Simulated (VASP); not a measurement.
# HfN (I4/mmm) in VASP: single point with PBE

Aim: the single point of HfN with PBE.

Everything below comes from runs of VASP 6.6.1. Logs are shortened: lines on timing, memory, paths and dates and some standing lists are left out, and cuts for length are marked.

## (1) The cell of the first run

The structure is tetragonal, space group I4/mmm (No. 139). Conventional cell: a = 3.143 Å, b = 3.143 Å, c = 4.667 Å, α = 90.00°, β = 90.00°, γ = 90.00°. Within 2.9 Å of Hf (site symmetry 4/mmm) lie 6 N at 2.22 to 2.33 Å. Within 2.9 Å of N (site symmetry 4/mmm) lie 6 Hf at 2.22 to 2.33 Å.

## (2) Single point, PBE

Input file INCAR:

```
PREC = Accurate ; ENCUT = 520
EDIFF = 1E-6 ; ISMEAR = 0
SIGMA = 0.15 ; LREAL = F
LASPH = T ; NELM = 80
ALGO = Normal ; ISIF = 2
LWAVE = F ; LCHARG = F
GGA = PE ; NBANDS = 14
```

Input file KPOINTS:

```
Automatic mesh
0
Gamma
  20 20 20
```

Input file POSCAR:

```
HfN
1.0
    0.0000000000      2.2225581436      2.3336860508
    2.2225581436      0.0000000000      2.3336860508
    2.2225581436      2.2225581436      0.0000000000
Hf N
1 1
Direct
    0.0000000000      0.0000000000      0.0000000000
    0.5000000000      0.5000000000      0.5000000000
```

Potentials or basis: VASP PAW PBE potentials, release 64 (Hf_pv, N).

Launch:

```bash
$ cat potpaw_PBE.64/Hf_pv/POTCAR potpaw_PBE.64/N/POTCAR > POTCAR
$ mpirun -np 1 vasp_std > vasp.out
```

OUTCAR:

```text
PREC = Accurate
   ENCUT = 520
   EDIFF = 1E-6
   ISMEAR = 0
   LREAL = F
   LASPH = T
   NELM = 80
   ISIF = 2
   GGA = PE

 ion  position               nearest neighbor table
   1  0.000  0.000  0.000-   2 2.22   2 2.22   2 2.22   2 2.22   2 2.33   2 2.33
   2  0.500  0.500  0.500-   1 2.22   1 2.22   1 2.22   1 2.22   1 2.33   1 2.33

  LATTYP: Found a body centered tetragonal cell.
 ALAT       =     3.1431718698
 C/A-ratio  =     1.4849242405

  Lattice vectors:

 A1 = (  -2.2225581436,   0.0000000000,   2.3336860508)
 A2 = (   2.2225581436,   0.0000000000,   2.3336860508)
 A3 = (   0.0000000000,   2.2225581436,  -2.3336860508)

Analysis of symmetry for initial positions (statically):
=====================================================================
 Subroutine PRICEL returns:
 Original cell was already a primitive cell.

 Routine SETGRP: Setting up the symmetry group for a
 body centered tetragonal supercell.

 Subroutine GETGRP returns: Found 16 space group operations
 (whereof 16 operations were pure point group operations)
 out of a pool of 16 trial point group operations.

The static configuration has the point symmetry D_4h.

Analysis of symmetry for dynamics (positions and initial velocities):
=====================================================================
 Subroutine PRICEL returns:
 Original cell was already a primitive cell.

 Routine SETGRP: Setting up the symmetry group for a
 body centered tetragonal supercell.

 Subroutine GETGRP returns: Found 16 space group operations
 (whereof 16 operations were pure point group operations)
 out of a pool of 16 trial point group operations.

The dynamic configuration has the point symmetry D_4h.

 Subroutine INISYM returns: Found 16 space group operations
 (whereof 16 operations are pure point group operations),
 and found     1 'primitive' translations

----------------------------------------------------------------------------------------

                                     Primitive cell

  volume of cell :      23.0557

  direct lattice vectors                    reciprocal lattice vectors
     0.000000000  2.222558144  2.333686051    -0.224965993  0.224965993  0.214253327
     2.222558144  0.000000000  2.333686051     0.224965993 -0.224965993  0.214253327
     2.222558144  2.222558144  0.000000000     0.224965993  0.224965993 -0.214253327

  length of vectors
     3.222709308  3.222709308  3.143171870     0.383567314  0.383567314  0.383567314

  position of ions in fractional coordinates (direct lattice)
     0.000000000  0.000000000  0.000000000
     0.500000000  0.500000000  0.500000000

  ion indices of the primitive-cell ions
   primitive index   ion index
                 1           1
                 2           2

----------------------------------------------------------------------------------------

 KPOINTS: Automatic mesh

Automatic generation of k-mesh.
 Grid dimensions read from file:
 generate k-points for:   20   20   20

 Generating k-lattice:

  Cartesian coordinates                     Fractional coordinates (reciprocal lattice)
    -0.011248300  0.011248300  0.010712666     0.050000000 -0.000000000  0.000000000
     0.011248300 -0.011248300  0.010712666    -0.000000000  0.050000000  0.000000000
     0.011248300  0.011248300 -0.010712666     0.000000000  0.000000000  0.050000000

  Length of vectors
     0.019178366  0.019178366  0.019178366

  Shift w.r.t. Gamma in fractional coordinates (k-lattice)
     0.000000000  0.000000000  0.000000000

 Subroutine IBZKPT returns following result:
 ===========================================

 Found    641 irreducible k-points:

 Following reciprocal coordinates:
            Coordinates               Weight
  0.000000  0.000000  0.000000      1.000000
  0.050000  0.000000  0.000000      8.000000
  0.100000 -0.000000  0.000000      8.000000
  0.150000  0.000000  0.000000      8.000000
  0.200000 -0.000000  0.000000      8.000000
  0.250000  0.000000  0.000000      8.000000
[... 16 lines left out ...]
 -0.400000  0.050000  0.000000      8.000000
 -0.350000  0.050000  0.000000      8.000000
 [... further k-points ...]
   k-points           NKPTS =    641   k-points in BZ     NKDIM =    641   number of bands    NBANDS=     14
   number of dos      NEDOS =    301   number of ions     NIONS =      2
   total plane-waves  NPLWV =  13824
   dimension x,y,z NGX =    24 NGY =   24 NGZ =   24
   dimension x,y,z NGXF=    48 NGYF=   48 NGZF=   48
   ions per type =               1   1
   NGX,Y,Z   is equivalent  to a cutoff of  12.38, 12.38, 12.69 a.u.
   NGXF,Y,Z  is equivalent  to a cutoff of  24.76, 24.76, 25.39 a.u.
 SYSTEM =  unknown system
   PREC   = accura    normal or accurate (medium, high low for compatibility)
   ISTART =      0    job   : 0-new  1-cont  2-samecut
   ICHARG =      2    charge: 1-file 2-atom 10-const
   ISPIN  =      1    spin polarized calculation?
   LNONCOLLINEAR =      F non collinear calculations
   LSORBIT =      F    spin-orbit coupling
   LASPH  =      T    aspherical Exc in radial PAW
   ENCUT  =  520.0 eV  38.22 Ry    6.18 a.u.   5.99  5.99  5.84*2*pi/ulx,y,z
   NELM   =     80;   NELMIN=  2; NELMDL= -5     # of ELM steps
   EDIFF  = 0.1E-05   stopping-criterion for ELM
   LREAL  =      F    real-space projection
   EDIFFG = 0.1E-04   stopping-criterion for IOM
   NSW    =      0    number of steps for IOM
   IBRION =     -1    ionic relax: 0-MD 1-quasi-New 2-CG
   NFREE  =      0    steps in history (QN), initial steepest desc. (CG)
   ISIF   =      2    stress and relaxation
   ISYM   =      2    0-nonsym 1-usesym 2-fastsym
   POTIM  = 0.5000    time-step for ionic-motion
   TEBEG  =    0.0;   TEEND  =   0.0 temperature during run
   PSTRESS=    0.0 pullay stress
   NELECT =      15.0000    total number of electrons
   NUPDOWN=      -1.0000    fix difference up-down
   EMIN   =  10.00;   EMAX   =-10.00  energy-range for DOS
   EFERMI =   0.00;   METHOD = LEGACY
   ISMEAR =     0;   SIGMA  =   0.15  broadening in eV -4-tet -1-fermi 0-gaus
   EFERMI_NEDOS =   21; number of points for ismear=-14 and -15
   IALGO  =     38    algorithm
   IMIX   =      4    mixing-type and parameters
     AMIX     =   0.40;   BMIX     =  1.00
     AMIX_MAG =   1.60;   BMIX_MAG =  1.00
  volume/ion in A,a.u.               =      11.53        77.79
  Fermi-wavevector in a.u.,A,eV,Ry     =   1.418553  2.680677 27.378918  2.012294
  Thomas-Fermi vector in A             =   2.539667
   LORBIT       =      0    0 simple, 1 ext, 2 COOP (PROOUT), +10 PAW based schemes
   GGA     = PE    functional components
   LHFCALC =     F    Hartree Fock is set to
   AEXX    =    0.0000 exact exchange contribution
   IVDW    =     0    specifies the selected vdW correction
   LEPSILON=     F    determine dielectric tensor
   LRPA    =     F    only Hartree local field effects (RPA)
 non-spin polarized calculation
 Gauss-broadening in eV      SIGMA  =   0.15
  energy-cutoff  :      520.00
  volume of cell :       23.06
 maximum number of plane-waves:       636
   NGX = 11   NGY = 11   NGZ = 11

 number of electron      15.0000001 magnetization

 Free energy of the ion-electron system (eV)
  ---------------------------------------------------
  ext. energy  EPLUGINS =         0.00000000
  ---------------------------------------------------
  free energy    TOTEN  =       -21.70353760 eV

  energy without entropy =      -21.69693593  energy(sigma->0) =      -21.70023677

 E-fermi :   8.4084     XC(G=0): -12.7278

 val. band max:        8.4020241821   @ k =  -0.1000   0.0000   0.0500
 cond. band min:       8.4109729588   @ k =  -0.1500   0.1500   0.0500
 fundamental gap:      0.0089487767
 Fermi energy:         8.4083690268

 k-point     1 :       0.0000    0.0000    0.0000
  band No.  band energies     occupation
      1     -22.8011      2.00000
      2     -22.7357      2.00000
      3     -22.7357      2.00000
      4      -9.1340      2.00000
      5       5.2124      2.00000
      6       5.4332      2.00000
      7       5.4332      2.00000
      8       7.6865      2.00000
      9       8.2400      1.88768
     10       8.2400      1.88768
     11       9.2150      0.00000
     12      10.7205      0.00000
     13      11.0113      0.00000
     14      17.9756      0.00000

 k-point     2 :       0.0500    0.0000    0.0000
  band No.  band energies     occupation
      1     -22.8121      2.00000
      2     -22.7538      2.00000
      3     -22.7370      2.00000
      4      -9.0754      2.00000
      5       5.0010      2.00000
      6       5.2137      2.00000
      7       5.2794      2.00000
      8       7.7983      2.00000
      9       8.3049      1.67060
     10       8.3173      1.60932
     11       9.4180      0.00000
     12      10.9260      0.00000
     13      11.1934      0.00000
     14      18.1744      0.00000

 k-point     3 :       0.1000   -0.0000    0.0000
  band No.  band energies     occupation
      1     -22.8662      2.00000
      2     -22.7833      2.00000
      3     -22.7407      2.00000
      4      -8.9044      2.00000
      5       4.4029      2.00000
      6       4.7670      2.00000
      7       4.8904      2.00000
      8       8.0618      1.99892
      9       8.4452      0.72869
     10       8.5312      0.24666
     11       9.9653      0.00000
     12      11.4840      0.00000
     13      11.6893      0.00000
     14      18.7419      0.00000

 k-point     4 :       0.1500    0.0000    0.0000
  band No.  band energies     occupation
      1     -22.9740      2.00000
      2     -22.8034      2.00000
      3     -22.7464      2.00000
      4      -8.6349      2.00000
      5       3.6071      2.00000
      6       4.2618      2.00000
      7       4.3933      2.00000
      8       8.3633      1.32908
      9       8.6895      0.00803
     10       8.8575      0.00002
     11      10.7116      0.00000
     12      12.2781      0.00000
     13      12.3879      0.00000
     14      19.5922      0.00000

 k-point     5 :       0.2000   -0.0000    0.0000
  band No.  band energies     occupation
      1     -23.1121      2.00000
      2     -22.8222      2.00000
      3     -22.7537      2.00000
      4      -8.2875      2.00000
      5       2.7606      2.00000
      6       3.7583      2.00000
      7       3.8789      2.00000
      8       8.6368      0.03128
      9       9.1253      0.00000
     10       9.2821      0.00000
     11      11.5389      0.00000
[... 276 lines left out ...]
 k-point    22 :      -0.4500    0.0500    0.0000
  band No.  band energies     occupation
      1     -23.7025      2.00000
      2     -22.9182      2.00000
      3     -22.7873      2.00000
      4      -6.4401      2.00000
      5      -0.3994      2.00000
      6       2.2082      2.00000
      7       2.2202      2.00000
      8      11.3218      0.00000
      9      11.8343      0.00000
     10      12.1238      0.00000
     11      13.2789      0.00000
     12      16.2512      0.00000
     13      17.8171      0.00000
     14      20.4194      0.00000

 k-point    23 :      -0.4000    0.0500    0.0000
  band No.  band energies     occupation
      1     -23.6577      2.00000
      2     -22.9155      2.00000
      3     -22.7799      2.00000
      4      -6.6056      2.00000
      5      -0.1533      2.00000
      6       2.2897      2.00000
      7       2.3352      2.00000
      8      10.6593      0.00000
      9      11.4416      0.00000
     10      12.1739      0.00000
     11      13.3668      0.00000
     12      15.8341      0.00000
     13      17.4986      0.00000
     14      20.4967      0.00000

 k-point    24 :      -0.3500    0.0500    0.0000
  band No.  band energies     occupation
      1     -23.5747      2.00000
      2     -22.9070      2.00000
      3     -22.7710      2.00000
      4      -6.8986      2.00000
      5       0.2908      2.00000
      6       2.4575      2.00000
      7       2.5533      2.00000
      8      10.0173      0.00000
      9      10.9107      0.00000
     10      11.7557      0.00000
     11      13.2225      0.00000
     12      15.4571      0.00000
     13      16.8620      0.00000
     14      20.5515      0.00000

 [... further k-points ...]

------------------------ aborting loop because EDIFF is reached ----------------------------------------

  FORCE on cell =-STRESS in cart. coord.  units (eV):
  Direction    XX          YY          ZZ          XY          YZ          ZX
  --------------------------------------------------------------------------------------
  -------------------------------------------------------------------------------------
  Total        1.7482752      1.7482752     -1.5417919      0.0000000      0.0000000      0.0000000
  in kB      121.4903215    121.4903215   -107.1414846      0.0000000      0.0000000      0.0000000
  external PRESSURE =      45.2797195 kB  Pullay stress =       0.0000000 kB

 VOLUME and BASIS-vectors are now :
 -----------------------------------------------------------------------------
  energy-cutoff  :      520.00
  volume of cell :       23.06
      direct lattice vectors                 reciprocal lattice vectors
     0.000000000  2.222558144  2.333686051    -0.224965993  0.224965993  0.214253327
     2.222558144  0.000000000  2.333686051     0.224965993 -0.224965993  0.214253327
     2.222558144  2.222558144  0.000000000     0.224965993  0.224965993 -0.214253327

 POSITION                                       TOTAL-FORCE (eV/Angst)
 -----------------------------------------------------------------------------------
      0.00000      0.00000      0.00000        -0.000000      0.000000      0.000000
      2.22256      2.22256      2.33369         0.000000     -0.000000     -0.000000
 -----------------------------------------------------------------------------------
    total drift:                                0.000000     -0.000000     -0.000000

  FREE ENERGIE OF THE ION-ELECTRON SYSTEM (eV)
  ---------------------------------------------------
  free  energy   TOTEN  =       -21.7035376049 eV

  energy  without entropy=      -21.6969359311  energy(sigma->0) =      -21.70023677
```

Wall time 2.5 min (1 thread of Intel Xeon Platinum 8259CL at 2.50GHz (Skylake/Cascade Lake), shared host); peak memory 0.32 GiB.

What came out:

```yaml
Free_energy: -21.7035 eV
Pressure: 4.5 GPa
Band_gap_on_the_k_mesh: zero (an odd number of electrons rules out a gap without spin polarisation)
```

Caveat: the cell stands under pressure; spin-orbit coupling is left out, which moves the levels of the heavy elements.
